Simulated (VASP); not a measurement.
A run of VASP 6.6.1 is set up as follows.

Contents of INCAR:

```
SYSTEM = Ru
PREC = Accurate
ENCUT = 520
EDIFF = 1E-6
ISMEAR = 0
SIGMA = 0.15
LREAL = .False.
LASPH = .True.
NELM = 60
ALGO = Fast
ISIF = 2
LWAVE = .False.
LCHARG = .False.
GGA = PS
NBANDS = 21
```

KPOINTS

```
Automatic mesh
0
Gamma
  21 21 12
  0 0 0
```

POSCAR

```
Ru
1.0
    2.7596011217      0.0000000000      0.0000000000
   -1.3798005608      2.3898846757      0.0000000000
    0.0000000000      0.0000000000      4.3629173106
Ru
2
Direct
    0.3333333333      0.6666666667      0.2500000000
    0.6666666667      0.3333333333      0.7500000000
```

Potentials or basis: VASP PAW PBE potentials, release 64 (Ru_pv).

The run is started by

```sh
$ cat potpaw_PBE.64/Ru_pv/POTCAR > POTCAR
$ mpirun -np 1 vasp_std > vasp.out
```

**Question.** What does it give for the pressure?

**Answer.** -22.4 GPa.

**Question.** Estimate the band gap on the k mesh.

**Answer.** Zero (band 14 reaches 13.10 eV, above the bottom of band 15 at 10.19 eV).

Stress tensor (GPa, compression positive):
```
-21.67   0.00   0.00
  0.00 -21.67   0.00
  0.00   0.00 -23.71
```

Caveat: the PAW data sets were made with another functional, which shifts forces and pressure a little.
